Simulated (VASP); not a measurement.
# MoS (P6_3/mmc) in VASP: single point with PBEsol+U

Aim: the single point of MoS with PBEsol+U.

All numbers are computed with VASP 6.6.1; they aren't measurements. Logs are shortened: lines on timing, memory, paths and dates and some standing lists are left out, and cuts for length are marked.

## Step 1: The cell of the first run

The structure is hexagonal, space group P6_3/mmc (No. 194). The conventional cell has a = 3.190 Å, b = 3.190 Å, c = 6.404 Å, α = 90.00°, β = 90.00°, γ = 120.00°. Mo (site symmetry -3m) has 6 S at 2.44 Å and 8 Mo at 3.19 to 3.20 Å within 3.3 Å. Within 3.2 Å of S (site symmetry -6m2) lie 6 Mo at 2.44 Å and 6 S at 3.19 Å.

## Step 2: Single point, PBEsol+U, collinear spin

INCAR reads:

```
PREC = Accurate ; ENCUT = 520
EDIFF = 1E-7 ; ISMEAR = 0
SIGMA = 0.05 ; LREAL = F
LASPH = T ; NELM = 150
ALGO = Fast ; ISIF = 2
LWAVE = F ; LCHARG = F
ISPIN = 2 ; MAGMOM = 3.5 3.5 0 0
LORBIT = 11 ; LMAXMIX = 4
LDAU = T ; LDAUTYPE = 2
LDAUL = 2 -1 ; LDAUU = 7 0
LDAUJ = 0 0 ; LDAUPRINT = 1
GGA = PS ; NBANDS = 32
```

KPOINTS reads:

```
Automatic mesh
0
Gamma
  18 18 8
```

POSCAR reads:

```
MoS
1.0
    3.1903878410      0.0000000000      0.0000000000
   -1.5951939205      2.7629569182      0.0000000000
    0.0000000000      0.0000000000      6.4037196669
Mo S
2 2
Direct
    0.0000000000      0.0000000000      0.0000000000
    0.0000000000      0.0000000000      0.5000000000
    0.3333333333      0.6666666667      0.2500000000
    0.6666666667      0.3333333333      0.7500000000
```

Potentials or basis: VASP PAW PBE potentials, release 64 (Mo_sv, S).

Launch:

```console
$ cat potpaw_PBE.64/Mo_sv/POTCAR potpaw_PBE.64/S/POTCAR > POTCAR
$ mpirun -np 1 vasp_std > vasp.out
```

OUTCAR:

```text
PREC = Accurate
   ENCUT = 520
   EDIFF = 1E-7
   ISMEAR = 0
   LREAL = F
   LASPH = T
   NELM = 150
   ISIF = 2
   ISPIN = 2
   LORBIT = 11
   GGA = PS

 ion  position               nearest neighbor table
   1  0.000  0.000  0.000-   3 2.44   4 2.44   3 2.44   4 2.44   4 2.44   3 2.44   2 3.20   2 3.20

   2  0.000  0.000  0.500-   3 2.44   4 2.44   3 2.44   4 2.44   4 2.44   3 2.44   1 3.20   1 3.20

   3  0.333  0.667  0.250-   1 2.44   2 2.44   1 2.44   2 2.44   1 2.44   2 2.44
   4  0.667  0.333  0.750-   1 2.44   2 2.44   1 2.44   2 2.44   1 2.44   2 2.44

  LATTYP: Found a hexagonal cell.
 ALAT       =     3.1903878410
 C/A-ratio  =     2.0071915974

  Lattice vectors:

 A1 = (   3.1903878410,   0.0000000000,   0.0000000000)
 A2 = (  -1.5951939205,   2.7629569182,   0.0000000000)
 A3 = (   0.0000000000,   0.0000000000,   6.4037196669)

Analysis of symmetry for initial positions (statically):
=====================================================================
 Subroutine PRICEL returns:
 Original cell was already a primitive cell.

 Routine SETGRP: Setting up the symmetry group for a
 hexagonal supercell.

 Subroutine GETGRP returns: Found 24 space group operations
 (whereof 12 operations were pure point group operations)
 out of a pool of 24 trial point group operations.

The static configuration has the point symmetry D_3d.
 The point group associated with its full space group is D_6h.

Analysis of symmetry for dynamics (positions and initial velocities):
=====================================================================
 Subroutine PRICEL returns:
 Original cell was already a primitive cell.

 Routine SETGRP: Setting up the symmetry group for a
 hexagonal supercell.

 Subroutine GETGRP returns: Found 24 space group operations
 (whereof 12 operations were pure point group operations)
 out of a pool of 24 trial point group operations.

The dynamic configuration has the point symmetry D_3d.
 The point group associated with its full space group is D_6h.

Analysis of structural, dynamic, and magnetic symmetry:
=====================================================================
 Subroutine PRICEL returns:
 Original cell was already a primitive cell.

 Routine SETGRP: Setting up the symmetry group for a
 hexagonal supercell.

 Subroutine GETGRP returns: Found 24 space group operations
 (whereof 12 operations were pure point group operations)
 out of a pool of 24 trial point group operations.

The overall configuration has the point symmetry D_3d.
 The point group associated with its full space group is D_6h.

 Subroutine INISYM returns: Found 24 space group operations
 (whereof 12 operations are pure point group operations),
 and found     1 'primitive' translations

----------------------------------------------------------------------------------------

                                     Primitive cell

  volume of cell :      56.4482

  direct lattice vectors                    reciprocal lattice vectors
     3.190387841  0.000000000  0.000000000     0.313441516  0.180965543  0.000000000
[... 148 lines left out ...]
  0.1767  0.0000  0.0000  0.0088 -0.0000
  0.0000  0.2201 -0.0000  0.0000  0.0088
  0.0000 -0.0000  0.2015 -0.0000 -0.0000
  0.0088  0.0000 -0.0000  0.2201 -0.0000
 -0.0000  0.0088 -0.0000 -0.0000  0.1767

 occupancies and eigenvectors

  o =  0.1750  v =  0.0000  0.0000  0.0000  0.0000  0.0000  0.0000 -0.1909  0.0000 -0.0000  0.9816      0.0000  0.0000  0.0000  0.0000  0.0000  0.0000  0.0000  0.0000  0.0000  0.0000
  o =  0.1750  v =  0.0000  0.0000  0.0000  0.0000  0.0000  0.9816  0.0000 -0.0000 -0.1909 -0.0000      0.0000  0.0000  0.0000  0.0000  0.0000  0.0000  0.0000  0.0000  0.0000  0.0000
  o =  0.2015  v =  0.0000  0.0000  0.0000  0.0000  0.0000 -0.0000 -0.0000 -1.0000 -0.0000  0.0000      0.0000  0.0000  0.0000  0.0000  0.0000  0.0000  0.0000  0.0000  0.0000  0.0000
  o =  0.2218  v =  0.0000  0.0000  0.0000  0.0000  0.0000  0.0000 -0.9816  0.0000  0.0000 -0.1909      0.0000  0.0000  0.0000  0.0000  0.0000  0.0000  0.0000  0.0000  0.0000  0.0000
  o =  0.2218  v =  0.0000  0.0000  0.0000  0.0000  0.0000 -0.1909 -0.0000  0.0000 -0.9816 -0.0000      0.0000  0.0000  0.0000  0.0000  0.0000  0.0000  0.0000  0.0000  0.0000  0.0000
  o =  0.2885  v =  0.0000 -0.8808  0.0000  0.0000  0.4734  0.0000  0.0000  0.0000  0.0000  0.0000      0.0000  0.0000  0.0000  0.0000  0.0000  0.0000  0.0000  0.0000  0.0000  0.0000
  o =  0.2885  v = -0.4734  0.0000  0.0000  0.8808 -0.0000  0.0000  0.0000  0.0000  0.0000  0.0000      0.0000  0.0000  0.0000  0.0000  0.0000  0.0000  0.0000  0.0000  0.0000  0.0000
  o =  0.8468  v =  0.0000  0.4734  0.0000  0.0000  0.8808  0.0000  0.0000  0.0000  0.0000  0.0000      0.0000  0.0000  0.0000  0.0000  0.0000  0.0000  0.0000  0.0000  0.0000  0.0000
  o =  0.8468  v = -0.8808  0.0000 -0.0000 -0.4734  0.0000  0.0000  0.0000  0.0000  0.0000  0.0000      0.0000  0.0000  0.0000  0.0000  0.0000  0.0000  0.0000  0.0000  0.0000  0.0000
  o =  0.8861  v =  0.0000  0.0000 -1.0000  0.0000  0.0000  0.0000  0.0000  0.0000  0.0000  0.0000      0.0000  0.0000  0.0000  0.0000  0.0000  0.0000  0.0000  0.0000  0.0000  0.0000

atom =   2  type =  1  l = 2

 onsite density matrix

spin component  1

  0.7217 -0.0000 -0.0000 -0.2328 -0.0000
 -0.0000  0.4136  0.0000  0.0000 -0.2328
 -0.0000  0.0000  0.8861 -0.0000 -0.0000
 -0.2328  0.0000 -0.0000  0.4136  0.0000
 -0.0000 -0.2328 -0.0000  0.0000  0.7217

spin component  2

  0.1767 -0.0000  0.0000 -0.0088 -0.0000
 -0.0000  0.2201  0.0000  0.0000 -0.0088
  0.0000  0.0000  0.2015  0.0000 -0.0000
 -0.0088  0.0000  0.0000  0.2201  0.0000
 -0.0000 -0.0088 -0.0000  0.0000  0.1767

 occupancies and eigenvectors

  o =  0.1750  v =  0.0000  0.0000  0.0000  0.0000  0.0000 -0.0001 -0.1909 -0.0000 -0.0000 -0.9816      0.0000  0.0000  0.0000  0.0000  0.0000  0.0000  0.0000  0.0000  0.0000  0.0000
  o =  0.1750  v =  0.0000  0.0000  0.0000  0.0000  0.0000  0.9816 -0.0000 -0.0000  0.1909 -0.0001      0.0000  0.0000  0.0000  0.0000  0.0000  0.0000  0.0000  0.0000  0.0000  0.0000
  o =  0.2015  v =  0.0000  0.0000  0.0000  0.0000  0.0000 -0.0000  0.0000 -1.0000 -0.0000  0.0000      0.0000  0.0000  0.0000  0.0000  0.0000  0.0000  0.0000  0.0000  0.0000  0.0000
  o =  0.2218  v =  0.0000  0.0000  0.0000  0.0000  0.0000  0.0000  0.9816  0.0000 -0.0000 -0.1909      0.0000  0.0000  0.0000  0.0000  0.0000  0.0000  0.0000  0.0000  0.0000  0.0000
  o =  0.2218  v =  0.0000  0.0000  0.0000  0.0000  0.0000  0.1909 -0.0000 -0.0000 -0.9816  0.0000      0.0000  0.0000  0.0000  0.0000  0.0000  0.0000  0.0000  0.0000  0.0000  0.0000
  o =  0.2885  v = -0.0000 -0.8808 -0.0000 -0.0000 -0.4734  0.0000  0.0000  0.0000  0.0000  0.0000      0.0000  0.0000  0.0000  0.0000  0.0000  0.0000  0.0000  0.0000  0.0000  0.0000
  o =  0.2885  v = -0.4734  0.0000  0.0000 -0.8808  0.0000  0.0000  0.0000  0.0000  0.0000  0.0000      0.0000  0.0000  0.0000  0.0000  0.0000  0.0000  0.0000  0.0000  0.0000  0.0000
  o =  0.8468  v = -0.0000  0.4734 -0.0000  0.0000 -0.8808  0.0000  0.0000  0.0000  0.0000  0.0000      0.0000  0.0000  0.0000  0.0000  0.0000  0.0000  0.0000  0.0000  0.0000  0.0000
  o =  0.8468  v =  0.8808  0.0000 -0.0000 -0.4734 -0.0000  0.0000  0.0000  0.0000  0.0000  0.0000      0.0000  0.0000  0.0000  0.0000  0.0000  0.0000  0.0000  0.0000  0.0000  0.0000
  o =  0.8861  v =  0.0000 -0.0000 -1.0000 -0.0000  0.0000  0.0000  0.0000  0.0000  0.0000  0.0000      0.0000  0.0000  0.0000  0.0000  0.0000  0.0000  0.0000  0.0000  0.0000  0.0000

 number of electron      40.0000000 magnetization       4.2876498

 Free energy of the ion-electron system (eV)
  ---------------------------------------------------
  ext. energy  EPLUGINS =         0.00000000
  ---------------------------------------------------
  free energy    TOTEN  =       -19.12546913 eV

  energy without entropy =      -19.12345522  energy(sigma->0) =      -19.12446218

 E-fermi :  12.7925     XC(G=0): -12.8045

 val. band max:       12.7884106732   @ k =   0.1667   0.1667   0.0000
 cond. band min:      12.7978803961   @ k =   0.1667   0.0556   0.2500
 fundamental gap:      0.0094697229
 Fermi energy:        12.7925351371

 spin component 1

 k-point     1 :       0.0000    0.0000    0.0000
  band No.  band energies     occupation
      1     -49.3771      1.00000
      2     -49.3569      1.00000
      3     -23.9008      1.00000
      4     -23.5986      1.00000
      5     -23.4480      1.00000
      6     -23.4480      1.00000
[... 1673 lines left out ...]
     31      21.5392      0.00000
     32      22.4740      0.00000

 [... further k-points ...]

------------------------ aborting loop because EDIFF is reached ----------------------------------------

  FORCE on cell =-STRESS in cart. coord.  units (eV):
  Direction    XX          YY          ZZ          XY          YZ          ZX
  --------------------------------------------------------------------------------------
  -------------------------------------------------------------------------------------
  Total       12.8999280     12.8999280     13.3385095      0.0000000      0.0000000      0.0000000
  in kB      366.1406633    366.1406633    378.5889882      0.0000000      0.0000000      0.0000000
  external PRESSURE =     370.2901049 kB  Pullay stress =       0.0000000 kB

 VOLUME and BASIS-vectors are now :
 -----------------------------------------------------------------------------
  energy-cutoff  :      520.00
  volume of cell :       56.45
      direct lattice vectors                 reciprocal lattice vectors
     3.190387841  0.000000000  0.000000000     0.313441516  0.180965543  0.000000000
    -1.595193921  2.762956918  0.000000000     0.000000000  0.361931087  0.000000000
     0.000000000  0.000000000  6.403719667     0.000000000  0.000000000  0.156159241

 POSITION                                       TOTAL-FORCE (eV/Angst)
 -----------------------------------------------------------------------------------
      0.00000      0.00000      0.00000         0.000000      0.000000     -0.000000
      0.00000      0.00000      3.20186         0.000000      0.000000     -0.000000
     -0.00000      1.84197      1.60093         0.000000      0.000000      0.000000
      1.59519      0.92099      4.80279        -0.000000     -0.000000      0.000000
 -----------------------------------------------------------------------------------
    total drift:                               -0.000000      0.000000      0.000000

  FREE ENERGIE OF THE ION-ELECTRON SYSTEM (eV)
  ---------------------------------------------------
  free  energy   TOTEN  =       -19.1254691348 eV

  energy  without entropy=      -19.1234552193  energy(sigma->0) =      -19.12446218

 total charge

# of ion       s       p       d       tot
------------------------------------------
    1        2.257   6.172   4.098  12.528
    2        2.257   6.172   4.098  12.528
    3        1.303   2.530   0.000   3.833
    4        1.303   2.530   0.000   3.833
--------------------------------------------------
tot          7.120  17.404   8.197  32.720

 magnetization (x)

# of ion       s       p       d       tot
------------------------------------------
    1        0.015   0.007   2.145   2.167
    2        0.015   0.007   2.145   2.167
    3       -0.004   0.020   0.000   0.016
    4       -0.004   0.020   0.000   0.016
--------------------------------------------------
tot          0.022   0.054   4.290   4.366
```

Run time: 31 min. Hardware: 1 thread of Oxide Virtual Turin-like, shared host; peak memory 0.5 GiB.

Results:

| Property | Result |
| --- | --- |
| Free energy | -19.1255 eV |
| Pressure | 37.0 GPa |
| Net moment | 4.29 μB per cell |
| Site moments | Mo +2.17; S +0.02 μB |
| Valence electrons inside the program's atomic spheres | Mo 12.53; S 3.83 |

Stress tensor (GPa, compression positive):
```
36.61  0.00  0.00
 0.00 36.61  0.00
 0.00  0.00 37.86
```

Eigenvalues of the final occupation matrices:
```csv
site,spin,trace,eigenvalues
site 1 d,1,3.16,0.29 0.29 0.85 0.85 0.89
site 1 d,2,1.00,0.17 0.17 0.20 0.22 0.22
site 2 d,1,3.16,0.29 0.29 0.85 0.85 0.89
site 2 d,2,1.00,0.17 0.17 0.20 0.22 0.22
```

Caveat: the cell stands under pressure; the PAW data sets were made with another functional, which shifts forces and pressure a little.
